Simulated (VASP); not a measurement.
AgCl:

```
CELL_PARAMETERS angstrom
0.00000 2.99325 2.99325
2.99325 0.00000 2.99325
2.99325 2.99325 0.00000
ATOMIC_POSITIONS crystal
Ag 0.00000 0.00000 0.00000
Cl 0.25000 0.25000 0.25000
```

Base run:

- Program: VASP 6.6.1
- Functional: r2SCAN
- Potentials or basis: VASP PAW PBE potentials, release 64 (Ag, Cl)
- Cutoff: 520 eV
- k mesh: 6 × 6 × 6
- Occupations: gaussian, width 0.01 eV
- Spin: no spin polarisation

Its results: band gap on the k mesh 1.60 eV, direct; pressure 0.0 GPa.

Task: The run is repeated on the same cell with these changes: functional from r2SCAN to PBEsol; k mesh from 6 × 6 × 6 to 4 × 4 × 4. What comes out?

Result: Band gap on the k mesh 1.10 eV, direct; pressure -1.7 GPa.

Several settings changed at once, so the effect can't be laid on one alone.

Caveats: some runs use coarse meshes; the PAW data sets were made with another functional, which shifts forces and pressure a little.

